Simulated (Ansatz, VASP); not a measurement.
## BMoW3: VASP beside Ansatz

```
CELL_PARAMETERS angstrom
4.07341 0.00000 0.00000
0.00000 4.07341 0.00000
0.00000 0.00000 4.86971
ATOMIC_POSITIONS crystal
B 0.50000 0.50000 0.73211
Mo 0.00000 0.00000 0.64322
W 0.50000 0.00000 0.63297
W 0.00000 0.50000 0.63297
W 0.50000 0.50000 0.13005
```

Alike in both runs: task relaxation of cell and atoms; functional PBE; k mesh 4 × 4 × 4; occupations gaussian, width 0.1 eV; no spin polarisation.

```csv
,VASP,Ansatz
version,VASP 6.6.1,Ansatz 0.2.0
potentials or method,"VASP PAW PBE potentials, release 64 (B, Mo_sv, W_sv), cutoff 600 eV","scalar-relativistic, plane waves, PAW"
valence electrons in the cell,59,59
```

|  | VASP | Ansatz | Ansatz less VASP |
| --- | --- | --- | --- |
| gap on the k mesh at the Fermi level, each at its own relaxed structure (eV) | none | none | - |
| relaxed volume (Å³/atom) | 14.86 | 14.81 | -0.050 |
| relaxed length of the cell vector where the two differ most in proportion (Å) | 4.204 | 4.199 | -0.0049 |

A gap of «none» marks a metal or a gap that the smearing closes.

The k mesh is coarse, so the values compare programs but aren't converged. Spin-orbit coupling is off throughout.
